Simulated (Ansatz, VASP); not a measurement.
**Two plane-wave programs on Al4B3Sb**

```
Al B Sb
1.0
     3.51098    0.00000    0.00000
    -1.75549    3.04060    0.00000
     0.00000    0.00000   10.48681
Al B Sb
4 3 1
Direct
  0.33333 0.66667 0.79008
  0.33333 0.66667 0.39364
  0.66667 0.33333 0.20992
  0.66667 0.33333 0.60636
  0.00000 0.00000 0.50000
  0.00000 0.00000 0.32529
  0.00000 0.00000 0.67471
  0.00000 0.00000 0.00000
```

Change from the starting cell: species swapped into the CrFe3Sb4 type (P-3m1, No. 164).

Alike in both runs: functional PBE; k mesh 12 × 12 × 4; occupations gaussian, width 0.1 eV; no spin polarisation.

Ansatz relaxed the structure, and its values are those at the end. VASP's run is a single point on that final structure, the one shown.

|  | VASP | Ansatz |
| --- | --- | --- |
| version | VASP 6.6.1 | Ansatz 0.2.0 |
| potentials or method | VASP PAW PBE potentials, release 64 (Al, B, Sb), cutoff 520 eV | scalar-relativistic, plane waves, PAW |
| valence electrons in the cell | 26 | 36 |

```csv
,VASP,Ansatz,Ansatz less VASP
gap on the k mesh at the Fermi level (eV),none,none,-
pressure (GPa),0.0,0.0,+0.02
```

A gap of «none» marks a metal or a gap that the smearing closes. With one functional, cell and mesh, what is left measures potentials, basis and numerics. VASP's potentials hold 26 valence electrons a cell and Ansatz's 36, so a difference there can come from the potentials and not from the codes.

Neither program's run includes spin-orbit coupling.
